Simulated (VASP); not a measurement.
# FeCo3: single point with PBE

Crystal: FeCo3.

```
Fe Co
1.0
     2.49300    0.00000    0.00000
    -1.24650    2.15901    0.00000
     0.00000    0.00000    8.23619
Fe Co
1 3
Direct
  0.33333 0.66667 0.00000
  0.33333 0.66667 0.50000
  0.66667 0.33333 0.25549
  0.66667 0.33333 0.74451
```

```json
{
 "Program": "VASP 6.6.1",
 "Task": "single point",
 "Functional": "PBE",
 "Potentials or basis": "VASP PAW PBE potentials, release 64 (Fe_sv, Co_sv)",
 "Cutoff": "690 eV",
 "k mesh": "12 × 12 × 2",
 "Occupations": "gaussian, width 0.1 eV",
 "Spin": "collinear spin, ferromagnetic start",
 "Starting moments": "[4.0, 3.0, 3.0, 3.0] μB"
}
```

- Pressure: -1.2 GPa
- Net moment: 7.25 μB per cell
- Site moments: Fe +2.33; Co +1.68, +1.71 (each value once) μB
- Valence electrons inside the program's atomic spheres: Fe 13.75; Co 15.06, 15.05 (each value once)

Forces on the atoms (eV/Å):
```
Fe   0.000  0.000  0.000
Co   0.000  0.000  0.000
Co   0.000  0.000 -0.003
Co   0.000  0.000  0.003
```

Levels at points of the mesh, in eV from the Fermi level:
Spin up:
```tsv
k point	band 33	band 34	band 35	band 36	band 37	band 38	band 39	band 40	band 41	band 42
(0.00, 0.00, 0.00)	-1.78	-1.08	-1.08	-0.99	-0.99	-0.70	-0.70	-0.32	6.08	14.18
(0.50, 0.00, 0.00)	-0.59	-0.53	-0.51	0.01	1.42	1.58	1.65	3.43	7.18	7.42
(0.00, 0.00, 0.50)	-1.56	-1.56	-1.41	-1.41	-0.83	-0.83	-0.71	-0.71	8.85	9.07
(0.50, 0.00, 0.50)	-0.61	-0.59	-0.50	0.01	0.92	1.06	2.92	3.06	7.95	8.13
```
Spin down:
```
           k point  band 28  band 29  band 30  band 31  band 32  band 33
(0.00, 0.00, 0.00)    -0.67    -0.67    -0.32    -0.03    -0.03     0.12
(0.50, 0.00, 0.00)     0.07     0.31     0.55     0.58     1.29     1.37
(0.00, 0.00, 0.50)    -0.82    -0.66    -0.66    -0.12    -0.12     0.37
(0.50, 0.00, 0.50)    -0.27     0.46     0.46     0.97     1.26     1.36
```

Run time: 9.7 min on 1 thread of Intel(R) Xeon(R) Platinum 8259CL CPU @ 2.50GHz (Skylake/Cascade Lake) (shared host), peak memory 0.33 GiB.

Caveat: the k points lie up to 0.38 Å⁻¹ apart.
